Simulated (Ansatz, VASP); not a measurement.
# BN in VASP and in Ansatz

```xyz
4
Lattice="2.4982 0.0000 0.0000 -1.2491 2.1635 0.0000 0.0000 0.0000 6.6357" Properties=species:S:1:pos:R:3 pbc="T T T"
N     1.2491    0.7212    1.6589
N     0.0000    1.4424    4.9768
B     1.2491    0.7212    4.9768
B     0.0000    1.4424    1.6589
```

Alike in both runs: functional HSE06; k mesh 6 × 6 × 2; occupations fermi-dirac, width 0.05 eV; no spin polarisation.

```csv
,VASP,Ansatz
version,VASP 6.6.1,Ansatz 0.2.0
potentials or method,"VASP PAW PBE potentials, release 64 (N, B)",Ansatz PAW
plane-wave cutoff (eV),520,420
valence electrons in the cell,16,16
task,single point,band structure
```

|  | VASP | Ansatz | Ansatz less VASP |
| --- | --- | --- | --- |
| gap on the k mesh at the Fermi level (eV) | 5.59 | 5.60 | +0.010 |
| least direct gap on the mesh (eV) | 6.07 | 6.07 | +0.008 |
| pressure (GPa) | 0.3 | 0.0 | -0.21 |
| traceless stress, the component that is largest in VASP (GPa) | 2.05 | 2.46 | +0.408 |

The functional is the same, so the differences come from potentials, cutoffs and numerics.

The k mesh is coarse, so the values compare programs but aren't converged.
